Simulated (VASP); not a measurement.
Write the native input for VASP 6.6.1 that does the following.

```yaml
Task: single point
Functional: PBE
Potentials_or_basis: VASP PAW PBE potentials, release 64 (Ta_pv)
Cutoff: 520 eV
k_mesh: 13 × 13 × 13
Occupations: gaussian, width 1 eV
Spin: no spin polarisation
Dipole_correction: no
Further_INCAR_settings: ALGO = Normal; EDIFF = 1e-07; NBANDS = 12
```

The structure of Ta lies in POSCAR:

```
Ta
1.0
   -1.6607181506      1.6607181506      1.6607181506
    1.6607181506     -1.6607181506      1.6607181506
    1.6607181506      1.6607181506     -1.6607181506
Ta
1
Direct
    0.0000000000      0.0000000000      0.0000000000
```

The input as run:

INCAR

```
PREC     = Accurate       # precision mode
ENCUT    = 520            # plane-wave cutoff, eV
EDIFF    = 1E-7           # SCF threshold, eV
ISMEAR   = 0              # smearing method
SIGMA    = 1.0            # smearing width, eV
LREAL    = False          # projectors in reciprocal space
LASPH    = True           # aspherical terms in the spheres
NELM     = 100            # most SCF steps
ALGO     = Normal         # electronic algorithm
ISIF     = 2              # what is computed and relaxed
LWAVE    = False          # write WAVECAR
LCHARG   = False          # write CHGCAR
GGA      = PE             # functional
NBANDS   = 12             # bands
```

KPOINTS

```
Automatic mesh
0
Gamma
  13 13 13
```

Potentials or basis: VASP PAW PBE potentials, release 64 (Ta_pv).

Run with:

```sh
$ cat potpaw_PBE.64/Ta_pv/POTCAR > POTCAR
$ mpirun -np 1 vasp_std > vasp.out
```

Results of the run:

The pressure is 2.3 GPa.

Wall time 25 s on 1 thread of Intel Xeon 8259CL, with other jobs on the host, peak memory 0.15 GiB.
